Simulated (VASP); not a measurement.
A run of VASP 6.6.1:

The input INCAR:

```
  PREC = Accurate
  ENCUT = 520
  EDIFF = 1E-6
  ISMEAR = -1
  SIGMA = 0.01
  LREAL = Auto
  LASPH = T
  NELM = 120
  ALGO = Normal
  ISIF = 2
  LWAVE = F
  LCHARG = F
  GGA = PE
  NELECT = 120.0
  NBANDS = 82
  GGA_COMPAT = F
```

Contents of KPOINTS:

```
regular mesh
0
Gamma
  1 1 1
```

POSCAR

```
B16N15
1.0
   -3.6241103800      3.6241103800     -3.6241103800
    3.6241103800      3.6241103800      3.6241103800
    3.6241103800     -3.6241103800     -3.6241103800
B N
16 15
Direct
    0.0377143590      0.0186794807      0.0095089543
   -0.0051485739      0.2519708023      0.7580489312
   -0.0077842552      0.5047858117      0.5037174116
    0.0106246764      0.7150411351      0.2525637754
    0.2496931399      0.0014171754      0.7312700834
    0.2496934158      0.2934447046      0.5347967630
    0.2496928639      0.4847248885      0.2542880606
    0.2496931399      0.7463123957     -0.0064253010
    0.4887613274     -0.0458919521      0.4916319629
    0.4616694373      0.2306568819      0.2214874592
    0.5045349916      0.5068125160      0.0128906118
    0.5071702590      0.7622627929      0.7611946687
    0.6951722591      0.0049344524      0.2551933862
    0.7497688302      0.2447255759     -0.0004714260
    0.8042126741      0.5594552283      0.8097145761
    0.7496170688      0.7446492289      0.4994527788
    0.2496930019      0.1210737130      0.3258260307
   -0.0019780027      0.2449957112      0.0059090364
   -0.0087931924      0.4992633530      0.7503973982
   -0.0044522651      0.7548898111      0.4903579951
    0.2496930019     -0.0148624060     -0.0359663438
    0.2496932778      0.2588095841      0.7563727957
    0.2496931399      0.5186569400      0.5147336324
    0.2496934158      0.7295028911      0.2419019864
    0.5038381309      0.0090347690      0.7445029861
    0.5013640065      0.4966664398      0.2575800409
    0.5081790583      0.7577495474      0.0088835594
    0.7464975446      0.0021507347      0.5018619218
    0.7446884110      0.2487864346      0.2546775355
    0.7528878025      0.5053467770      0.0050572411
    0.7546969361      0.7537910586      0.7596827114
```

Potentials or basis: VASP PAW PBE potentials, release 64 (B, N).

The run is started by

```sh
$ cat potpaw_PBE.64/B/POTCAR potpaw_PBE.64/N/POTCAR > POTCAR
$ mpirun -np 1 vasp_gam > vasp.out
```

Hardware: 1 thread of Intel(R) Xeon(R) Platinum 8488C (Sapphire Rapids), on a shared host.

Q: Estimate the wall time of this run.

A: It took 29 s on 1 thread of Intel(R) Xeon(R) Platinum 8488C (Sapphire Rapids) (shared host), peak memory 0.31 GiB. Counts: scf iterations 15, k points 1.
